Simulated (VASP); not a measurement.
Here is a VASP 6.6.1 calculation.

File INCAR:

```
PREC = Accurate
ENCUT = 520
EDIFF = 1E-6
ISMEAR = -1
SIGMA = 0.05
LREAL = Auto
LASPH = True
NELM = 100
ALGO = Normal
ISIF = 2
LWAVE = False
LCHARG = False
GGA = PE
IVDW = 12
NBANDS = 72
```

Contents of KPOINTS:

```
Automatic mesh
0
Gamma
  1 1 1
```

POSCAR

```
H23C2NO10
1.0
    7.2873620000      0.0000000000      0.0000000000
    0.0000000000      7.2873620000      0.0000000000
    0.0000000000      0.0000000000      7.2873620000
O H C N
10 23 2 1
Direct
    0.0434313542      0.0761043571      0.7222092164
    0.7830405571      0.1324484772      0.0306146449
    0.5800590118      0.0630543673      0.5715922991
    0.5605183330      0.4236924143      0.9065557605
    0.5628648611      0.8689289759      0.8867543564
    0.3204040090      0.3540787462      0.6480671607
    0.1457591924      0.3947519006      0.1336423249
    0.2736518372      0.7039721644      0.4470479167
    0.2300283697     -0.0053105637      0.2208069257
    0.1555981437      0.7344770302      0.9710098112
    0.1374845932      0.1454298551      0.6499471276
   -0.0593356005      0.0183879983      0.6580707806
    0.9010942506      0.1396252855     -0.0354860922
    0.7038623853      0.0293933525     -0.0061750741
    0.4942254824      0.1648470324      0.5386860156
    0.5881277752      0.0073689217      0.4501354537
    0.6669217201      0.3804806184      0.9930479644
    0.4906713842      0.5215467545      0.9592908929
    0.5446415315      0.9292388659      0.7734897759
    0.6709561018      0.7927834517      0.8686819730
    0.4215379996      0.3771460784      0.7369058927
    0.2769177653      0.4712679293      0.5906526943
    0.2202305855      0.3274984830      0.2094036223
    0.2443408191      0.4876936263      0.0874939381
    0.2620289756      0.8137238139      0.3605831575
    0.1899315555      0.7294958038      0.5626315805
    0.3192513285      0.0062848531      0.1334913786
    0.1359751306     -0.0964272119      0.1675915098
    0.1081186855      0.8204615058      0.8826788075
    0.0608999525      0.6281422550      0.9945437046
    0.7852773061      0.3736057026      0.5509538294
    0.6048965318      0.4558302442      0.3943813962
    0.8347053433      0.4271367334      0.3162461258
    0.7480073036      0.4770450542      0.4404200038
    0.8229727026      0.6572611598      0.4919475662
    0.8847646103      0.7953907052      0.5303976940
```

Potentials or basis: VASP PAW PBE potentials, release 64 (O, H, C, N).

Command:

```sh
$ cat potpaw_PBE.64/O/POTCAR potpaw_PBE.64/H/POTCAR potpaw_PBE.64/C/POTCAR potpaw_PBE.64/N/POTCAR > POTCAR
$ mpirun -np 1 vasp_gam > vasp.out
```

Question: Predict the dispersion energy per atom.

Answer: -0.035 eV.

Question: Estimate the pressure.

Answer: -1.1 GPa.

Question: Predict the band gap on the k mesh.

Answer: 4.03 eV.

Forces in eV/Å, atoms in the order of the input:
```
O    0.683  0.344  1.021
O    0.506  1.032  0.851
O   -0.725  0.873 -1.115
O    2.096 -0.893  0.976
O    0.410 -1.226  2.324
O   -0.525  0.278 -0.887
O    0.272  3.713 -2.944
O   -1.319  0.487  2.029
O   -3.669 -1.177  2.500
O   -1.599 -2.701  1.164
H   -1.041 -0.461  0.307
H    0.660  0.250 -0.838
H   -0.563 -0.448 -0.152
H    0.191  0.067 -0.574
H    0.127 -0.232  0.960
H    0.366 -0.523  0.227
H   -1.897  0.090 -1.436
H   -0.032  0.839  0.535
H   -0.256  1.074 -2.136
H   -0.180 -0.133 -0.207
H   -0.294  0.141 -0.131
H    0.857 -0.875  0.363
H    1.487 -2.419  2.350
H   -1.989 -1.472  0.691
H    0.019 -0.567  1.067
H    1.662  0.081 -2.747
H    2.477  0.072 -2.754
H    1.436  1.312  0.127
H   -0.454  0.560 -0.794
H    1.602  2.265 -0.724
H   -0.501  0.748 -0.623
H    0.134  0.876  0.610
H   -0.632  0.515  1.146
C    2.135 -1.340 -0.839
C   -2.494 -3.877 -1.221
N    1.051  2.728  0.875
```

Caveat: the k points lie up to 0.86 Å⁻¹ apart.
